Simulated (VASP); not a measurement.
# SrCd3 (Fm-3m) in VASP: single point with LDA

Aim: the single point of SrCd3 with LDA.

All numbers are computed with VASP 6.6.1; they aren't measurements. Logs are shortened: lines on timing, memory, paths and dates and some standing lists are left out, and cuts for length are marked.

### 1 The cell of the first run

The structure is cubic, space group Fm-3m (No. 225). The conventional cell has a = 7.203 Å, b = 7.203 Å, c = 7.203 Å, α = 90.00°, β = 90.00°, γ = 90.00°. Within 4.1 Å of Sr (site symmetry m-3m) lie 14 Cd at 3.12 to 3.60 Å. Within 4.1 Å of Cd (site symmetry -43m) lie 4 Sr at 3.12 Å and 10 Cd at 3.12 to 3.60 Å. Within 4.1 Å of Cd (site symmetry m-3m) lie 8 Cd at 3.12 Å and 6 Sr at 3.60 Å.

### 2 Single point, LDA

INCAR

```
PREC = Accurate
ENCUT = 520
EDIFF = 1E-6
ISMEAR = 1
SIGMA = 0.05
LREAL = F
LASPH = T
NELM = 80
ALGO = Normal
ISIF = 2
LWAVE = F
LCHARG = F
NBANDS = 31
```

KPOINTS

```
Automatic mesh
0
Gamma
  11 11 11
```

POSCAR

```
SrCd3
1.0
    0.0000000000      3.6013930667      3.6013930667
    3.6013930667      0.0000000000      3.6013930667
    3.6013930667      3.6013930667      0.0000000000
Sr Cd
1 3
Direct
    0.0000000000      0.0000000000      0.0000000000
    0.2500000000      0.2500000000      0.2500000000
    0.7500000000      0.7500000000      0.7500000000
    0.5000000000      0.5000000000      0.5000000000
```

Potentials or basis: VASP PAW LDA potentials, release 64 (Sr_sv, Cd).

Run with:

```console
$ cat potpaw_LDA.64/Sr_sv/POTCAR potpaw_LDA.64/Cd/POTCAR > POTCAR
$ mpirun -np 1 vasp_std > vasp.out
```

OUTCAR:

```text
PREC = Accurate
   ENCUT = 520
   EDIFF = 1E-6
   ISMEAR = 1
   LREAL = F
   LASPH = T
   NELM = 80
   ISIF = 2

 ion  position               nearest neighbor table
   1  0.000  0.000  0.000-   3 3.12   3 3.12   3 3.12   2 3.12   3 3.12   2 3.12   2 3.12   2 3.12
                             4 3.60   4 3.60   4 3.60   4 3.60   4 3.60   4 3.60
   2  0.250  0.250  0.250-   1 3.12   1 3.12   1 3.12   1 3.12   4 3.12   4 3.12   4 3.12   4 3.12
                             3 3.60   3 3.60   3 3.60   3 3.60   3 3.60   3 3.60
   3  0.750  0.750  0.750-   4 3.12   4 3.12   4 3.12   1 3.12   4 3.12   1 3.12   1 3.12   1 3.12
                             2 3.60   2 3.60   2 3.60   2 3.60   2 3.60   2 3.60
   4  0.500  0.500  0.500-   2 3.12   2 3.12   2 3.12   2 3.12   3 3.12   3 3.12   3 3.12   3 3.12
                             1 3.60   1 3.60   1 3.60   1 3.60   1 3.60   1 3.60

  LATTYP: Found a face centered cubic cell.
 ALAT       =     7.2027861334

  Lattice vectors:

 A1 = (   0.0000000000,   3.6013930667,   3.6013930667)
 A2 = (   3.6013930667,   0.0000000000,   3.6013930667)
 A3 = (   3.6013930667,   3.6013930667,   0.0000000000)

Analysis of symmetry for initial positions (statically):
=====================================================================
 Subroutine PRICEL returns:
 Original cell was already a primitive cell.

 Routine SETGRP: Setting up the symmetry group for a
 face centered cubic supercell.

 Subroutine GETGRP returns: Found 48 space group operations
 (whereof 48 operations were pure point group operations)
 out of a pool of 48 trial point group operations.

The static configuration has the point symmetry O_h .

Analysis of symmetry for dynamics (positions and initial velocities):
=====================================================================
 Subroutine PRICEL returns:
 Original cell was already a primitive cell.

 Routine SETGRP: Setting up the symmetry group for a
 face centered cubic supercell.

 Subroutine GETGRP returns: Found 48 space group operations
 (whereof 48 operations were pure point group operations)
 out of a pool of 48 trial point group operations.

The dynamic configuration has the point symmetry O_h .

 Subroutine INISYM returns: Found 48 space group operations
 (whereof 48 operations are pure point group operations),
 and found     1 'primitive' translations

----------------------------------------------------------------------------------------

                                     Primitive cell

  volume of cell :      93.4204

  direct lattice vectors                    reciprocal lattice vectors
     0.000000000  3.601393067  3.601393067    -0.138835165  0.138835165  0.138835165
     3.601393067  0.000000000  3.601393067     0.138835165 -0.138835165  0.138835165
     3.601393067  3.601393067  0.000000000     0.138835165  0.138835165 -0.138835165

  length of vectors
     5.093138918  5.093138918  5.093138918     0.240469559  0.240469559  0.240469559

  position of ions in fractional coordinates (direct lattice)
     0.000000000  0.000000000  0.000000000
     0.250000000  0.250000000  0.250000000
     0.750000000  0.750000000  0.750000000
     0.500000000  0.500000000  0.500000000

  ion indices of the primitive-cell ions
   primitive index   ion index
                 1           1
                 2           2
                 3           3
                 4           4

----------------------------------------------------------------------------------------

 KPOINTS: Automatic mesh

Automatic generation of k-mesh.
 Grid dimensions read from file:
 generate k-points for:   11   11   11

 Generating k-lattice:

  Cartesian coordinates                     Fractional coordinates (reciprocal lattice)
    -0.012621379  0.012621379  0.012621379     0.090909091  0.000000000  0.000000000
     0.012621379 -0.012621379  0.012621379     0.000000000  0.090909091  0.000000000
     0.012621379  0.012621379 -0.012621379     0.000000000  0.000000000  0.090909091

  Length of vectors
     0.021860869  0.021860869  0.021860869

  Shift w.r.t. Gamma in fractional coordinates (k-lattice)
     0.000000000  0.000000000  0.000000000

 Subroutine IBZKPT returns following result:
 ===========================================

 Found     56 irreducible k-points:

 Following reciprocal coordinates:
            Coordinates               Weight
  0.000000  0.000000  0.000000      1.000000
  0.090909  0.000000  0.000000      8.000000
  0.181818  0.000000  0.000000      8.000000
  0.272727  0.000000  0.000000      8.000000
  0.363636  0.000000  0.000000      8.000000
  0.454545  0.000000  0.000000      8.000000
[... 16 lines left out ...]
 -0.272727  0.181818  0.000000     24.000000
 -0.181818  0.181818  0.000000     12.000000
 [... further k-points ...]
   k-points           NKPTS =     56   k-points in BZ     NKDIM =     56   number of bands    NBANDS=     31
   number of dos      NEDOS =    301   number of ions     NIONS =      4
   total plane-waves  NPLWV =  64000
   dimension x,y,z NGX =    40 NGY =   40 NGZ =   40
   dimension x,y,z NGXF=    80 NGYF=   80 NGZF=   80
   ions per type =               1   3
   NGX,Y,Z   is equivalent  to a cutoff of  13.06, 13.06, 13.06 a.u.
   NGXF,Y,Z  is equivalent  to a cutoff of  26.11, 26.11, 26.11 a.u.
 SYSTEM =  unknown system
   PREC   = accura    normal or accurate (medium, high low for compatibility)
   ISTART =      0    job   : 0-new  1-cont  2-samecut
   ICHARG =      2    charge: 1-file 2-atom 10-const
   ISPIN  =      1    spin polarized calculation?
   LNONCOLLINEAR =      F non collinear calculations
   LSORBIT =      F    spin-orbit coupling
   LASPH  =      T    aspherical Exc in radial PAW
   ENCUT  =  520.0 eV  38.22 Ry    6.18 a.u.   9.47  9.47  9.47*2*pi/ulx,y,z
   NELM   =     80;   NELMIN=  2; NELMDL= -5     # of ELM steps
   EDIFF  = 0.1E-05   stopping-criterion for ELM
   LREAL  =      F    real-space projection
   EDIFFG = 0.1E-04   stopping-criterion for IOM
   NSW    =      0    number of steps for IOM
   IBRION =     -1    ionic relax: 0-MD 1-quasi-New 2-CG
   NFREE  =      0    steps in history (QN), initial steepest desc. (CG)
   ISIF   =      2    stress and relaxation
   ISYM   =      2    0-nonsym 1-usesym 2-fastsym
   POTIM  = 0.5000    time-step for ionic-motion
   TEBEG  =    0.0;   TEEND  =   0.0 temperature during run
   PSTRESS=    0.0 pullay stress
   NELECT =      46.0000    total number of electrons
   NUPDOWN=      -1.0000    fix difference up-down
   EMIN   =  10.00;   EMAX   =-10.00  energy-range for DOS
   EFERMI =   0.00;   METHOD = LEGACY
   ISMEAR =     1;   SIGMA  =   0.05  broadening in eV -4-tet -1-fermi 0-gaus
   EFERMI_NEDOS =   21; number of points for ismear=-14 and -15
   IALGO  =     38    algorithm
   IMIX   =      4    mixing-type and parameters
     AMIX     =   0.40;   BMIX     =  1.00
     AMIX_MAG =   1.60;   BMIX_MAG =  1.00
  volume/ion in A,a.u.               =      23.36       157.61
  Fermi-wavevector in a.u.,A,eV,Ry     =   1.292747  2.442938 22.737991  1.671195
  Thomas-Fermi vector in A             =   2.424436
   LORBIT       =      0    0 simple, 1 ext, 2 COOP (PROOUT), +10 PAW based schemes
   GGA     = CA    functional components
   LHFCALC =     F    Hartree Fock is set to
   AEXX    =    0.0000 exact exchange contribution
   IVDW    =     0    specifies the selected vdW correction
   LEPSILON=     F    determine dielectric tensor
   LRPA    =     F    only Hartree local field effects (RPA)
 non-spin polarized calculation
 Methfessel and Paxton  Order N= 1 SIGMA  =   0.05
  energy-cutoff  :      520.00
  volume of cell :       93.42
 maximum number of plane-waves:      2565
 NGX is ok and might be reduce to    40
   NGX = 19   NGY = 19   NGZ = 19

 number of electron      45.9999989 magnetization

 Free energy of the ion-electron system (eV)
  ---------------------------------------------------
  ext. energy  EPLUGINS =         0.00000000
  ---------------------------------------------------
  free energy    TOTEN  =        -7.50767687 eV

  energy without entropy =       -7.50769028  energy(sigma->0) =       -7.50768134

 E-fermi :   2.8201     XC(G=0): -10.9255

 val. band max:        2.8185561456   @ k =   0.3636   0.2727   0.0909
 cond. band min:       2.8564829696   @ k =   0.2727   0.1818   0.0000
 fundamental gap:      0.0379268240
 Fermi energy:         2.8201092379

 k-point     1 :       0.0000    0.0000    0.0000
  band No.  band energies     occupation
      1     -32.1442      2.00000
      2     -14.4085      2.00000
      3     -14.4085      2.00000
      4     -14.4085      2.00000
      5      -6.3817      2.00000
      6      -6.3817      2.00000
[... 23 lines left out ...]
     30       6.3193      0.00000
     31       9.2303      0.00000

 k-point     2 :       0.0909    0.0000    0.0000
  band No.  band energies     occupation
      1     -32.1440      2.00000
      2     -14.4128      2.00000
      3     -14.4089      2.00000
      4     -14.4089      2.00000
      5      -6.3629      2.00000
      6      -6.3629      2.00000
[... 23 lines left out ...]
     30       6.8617      0.00000
     31       8.6342      0.00000

 k-point     3 :       0.1818    0.0000    0.0000
  band No.  band energies     occupation
      1     -32.1436      2.00000
      2     -14.4244      2.00000
      3     -14.4099      2.00000
      4     -14.4099      2.00000
      5      -6.3095      2.00000
      6      -6.3095      2.00000
[... 23 lines left out ...]
     30       7.6817      0.00000
     31       8.2959      0.00000

 k-point     4 :       0.2727    0.0000    0.0000
  band No.  band energies     occupation
      1     -32.1430      2.00000
      2     -14.4392      2.00000
      3     -14.4113      2.00000
      4     -14.4113      2.00000
      5      -6.2310      2.00000
      6      -6.2310      2.00000
[... 635 lines left out ...]
     30       8.5379      0.00000
     31      10.7566      0.00000

 k-point    23 :      -0.2727    0.1818    0.0000
  band No.  band energies     occupation
      1     -32.1424      2.00000
      2     -14.4461      2.00000
      3     -14.4212      2.00000
      4     -14.4129      2.00000
      5      -6.2672      2.00000
      6      -6.1904      2.00000
[... 23 lines left out ...]
     30       7.9014      0.00000
     31       9.7478      0.00000

 k-point    24 :      -0.1818    0.1818    0.0000
  band No.  band energies     occupation
      1     -32.1429      2.00000
      2     -14.4385      2.00000
      3     -14.4166      2.00000
      4     -14.4116      2.00000
      5      -6.2633      2.00000
      6      -6.2275      2.00000
[... 23 lines left out ...]
     30       8.3519      0.00000
     31       8.5223      0.00000

 [... further k-points ...]

------------------------ aborting loop because EDIFF is reached ----------------------------------------

  FORCE on cell =-STRESS in cart. coord.  units (eV):
  Direction    XX          YY          ZZ          XY          YZ          ZX
  --------------------------------------------------------------------------------------
  -------------------------------------------------------------------------------------
  Total        0.2129934      0.2129934      0.2129934     -0.0000000     -0.0000000     -0.0000000
  in kB        3.6528784      3.6528784      3.6528784     -0.0000000     -0.0000000     -0.0000000
  external PRESSURE =       3.6528784 kB  Pullay stress =       0.0000000 kB

 VOLUME and BASIS-vectors are now :
 -----------------------------------------------------------------------------
  energy-cutoff  :      520.00
  volume of cell :       93.42
      direct lattice vectors                 reciprocal lattice vectors
     0.000000000  3.601393067  3.601393067    -0.138835165  0.138835165  0.138835165
     3.601393067  0.000000000  3.601393067     0.138835165 -0.138835165  0.138835165
     3.601393067  3.601393067  0.000000000     0.138835165  0.138835165 -0.138835165

 POSITION                                       TOTAL-FORCE (eV/Angst)
 -----------------------------------------------------------------------------------
      0.00000      0.00000      0.00000        -0.000000     -0.000000     -0.000000
      1.80070      1.80070      1.80070        -0.000000     -0.000000     -0.000000
      5.40209      5.40209      5.40209         0.000000      0.000000      0.000000
      3.60139      3.60139      3.60139        -0.000000     -0.000000     -0.000000
 -----------------------------------------------------------------------------------
    total drift:                               -0.000000      0.000000      0.000000

  FREE ENERGIE OF THE ION-ELECTRON SYSTEM (eV)
  ---------------------------------------------------
  free  energy   TOTEN  =        -7.5076768711 eV

  energy  without entropy=       -7.5076902782  energy(sigma->0) =       -7.50768134
```

Wall time 72 s (1 thread of Intel Xeon 6975P-C (Granite Rapids), shared host); peak memory 0.29 GiB.

Results:

```
Free energy            : -7.5077 eV
Pressure               : 0.4 GPa
Band gap on the k mesh : zero (bands 23 and 24 overlap by 1.38 eV)
```

Levels at points of the mesh, in eV from the Fermi level:
| k point | band 20 | band 21 | band 22 | band 23 | band 24 | band 25 | band 26 | band 27 |
| --- | --- | --- | --- | --- | --- | --- | --- | --- |
| (0.00, 0.00, 0.00) | -7.58 | 0.13 | 0.13 | 0.13 | 0.48 | 2.69 | 2.69 | 2.69 |
